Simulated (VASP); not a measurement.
Here is a VASP 6.6.1 calculation.

File INCAR:

```
SYSTEM = Cs
ALGO = Normal
EDIFF = 1E-6
ENCUT = 500
GGA = PS
GGA_COMPAT = .False.
ISIF = 2
ISMEAR = 1
LASPH = .True.
LCHARG = .False.
LREAL = .False.
LWAVE = .False.
NBANDS = 10
NELM = 120
PREC = Accurate
SIGMA = 0.1
```

The input KPOINTS:

```
k-points
0
Gamma
  4 4 4
  0 0 0
```

The input POSCAR:

```
Cs
1.0
    4.2523070000      0.0000000000      0.0000000000
    0.0000000000      4.2523070000      0.0000000000
    0.0000000000      0.0000000000      4.2523070000
Cs
1
Direct
    0.0000000000      0.0000000000      0.0000000000
```

Potentials or basis: VASP PAW PBE potentials, release 64 (Cs_sv).

Command:

```bash
$ cat potpaw_PBE.64/Cs_sv/POTCAR > POTCAR
$ mpirun -np 1 vasp_std > vasp.out
```

Problem. Predict the pressure.

Solution. 1.3 GPa.

Caveat: the k points lie up to 0.37 Å⁻¹ apart; the PAW data sets were made with another functional, which shifts forces and pressure a little.
